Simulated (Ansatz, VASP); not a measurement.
## C: VASP beside Ansatz

The input POSCAR:

```
C
1.0
    0.0000000000      1.7834000000      1.8101510000
    1.7834000000      0.0000000000      1.8101510000
    1.7834000000      1.7834000000      0.0000000000
C
2
Direct
    0.5000000000      0.5000000000      0.5000000000
    0.7500000000      0.7500000000      0.7500000000
```

INCAR.step1

```
ALGO = Normal
EDIFF = 1E-4
ENCUT = 520
GGA = PE
ISMEAR = 0
LASPH = T
LCHARG = F
LREAL = F
LWAVE = T
NBANDS = 11
NELM = 60
PREC = Accurate
SIGMA = 0.05
```

INCAR.step2

```
ALGO = Normal
EDIFF = 1E-6
ENCUT = 520
ISIF = 2
ISMEAR = 0
ISTART = 1
LASPH = T
LCHARG = F
LMIXTAU = T
LREAL = F
LWAVE = F
METAGGA = R2SCAN
NBANDS = 11
NELM = 60
PREC = Accurate
SIGMA = 0.05
```

Contents of KPOINTS:

```
k-points
0
Gamma
  12 12 12
```

Input for Ansatz:

```yaml
crystal:
  lattice:
    - [0.0, 1.7834, 1.810151]
    - [1.7834, 0.0, 1.810151]
    - [1.7834, 1.7834, 0.0]
  atoms:
    - { symbol: C, position: [0.5, 0.5, 0.5] }
    - { symbol: C, position: [0.75, 0.75, 0.75] }
basis:
  ecutwfc: 500
kpoints:
  mp_grid: { grid: [12, 12, 12] }
hamiltonian:
  xc: r2scan
scf:
  occupations: { method: gaussian, width: 0.05 }
output:
  forces: true
  stress: true
  eigenvalues: true
```

Change from the starting cell: strain +0.000 along x and y, +0.015 along z, atoms carried along.

Alike in both runs: task single point; functional r2SCAN; k mesh 12 × 12 × 12; occupations gaussian, width 0.05 eV; no spin polarisation.

```csv
,VASP,Ansatz
version,VASP 6.6.1,Ansatz 0.2.0
potentials or method,"VASP PAW PBE potentials, release 64 (C), cutoff 520 eV","scalar-relativistic, plane waves, PAW"
valence electrons in the cell,8,8
```

```tsv
	VASP	Ansatz	Ansatz less VASP
gap on the k mesh at the Fermi level (eV)	4.11	4.14	+0.029
least direct gap on the mesh (eV)	5.65	5.70	+0.043
pressure (GPa)	-7.8	-8.8	-1.04
traceless stress, the component that is largest in VASP (GPa)	-9.75	-9.77	-0.016
```

VASP's potentials were made for PBE, not for r2SCAN.
